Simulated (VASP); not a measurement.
CdTe, 2 atoms in the cell. The structure is cubic, space group F-43m (No. 216). The conventional cell has a = 6.294 Å, b = 6.294 Å, c = 6.294 Å, α = 90.00°, β = 90.00°, γ = 90.00°. Cd (site symmetry -43m) has 4 Te at 2.73 Å within 3.6 Å. Within 3.6 Å of Te (site symmetry -43m) lie 4 Cd at 2.73 Å. 

| Item | Value |
| --- | --- |
| Program | VASP 6.6.1 |
| Task | single point |
| Functional | PBEsol |
| Potentials or basis | VASP PAW PBE potentials, release 64 (Cd, Te) |
| Cutoff | 520 eV |
| k mesh | 6 × 6 × 6 |
| Occupations | gaussian, width 0.01 eV |
| Spin | no spin polarisation |
| Dipole correction | no |
| Further INCAR settings | ALGO = Normal; EDIFF = 1e-06; NBANDS = 16 |

Potentials or basis: VASP PAW PBE potentials, release 64 (Cd, Te).

Run with:

```console
$ cat potpaw_PBE.64/Cd/POTCAR potpaw_PBE.64/Te/POTCAR > POTCAR
$ mpirun -np 1 vasp_std > vasp.out
```

Hardware: 1 thread of Intel(R) Xeon(R) 6975P-C (Granite Rapids), on a shared host.

How long does it take, and how much memory?

It took 10 s on 1 thread of Intel(R) Xeon(R) 6975P-C (Granite Rapids), with other jobs on the host, peak memory 0.2 GiB. Counts: scf iterations 13, k points 16.
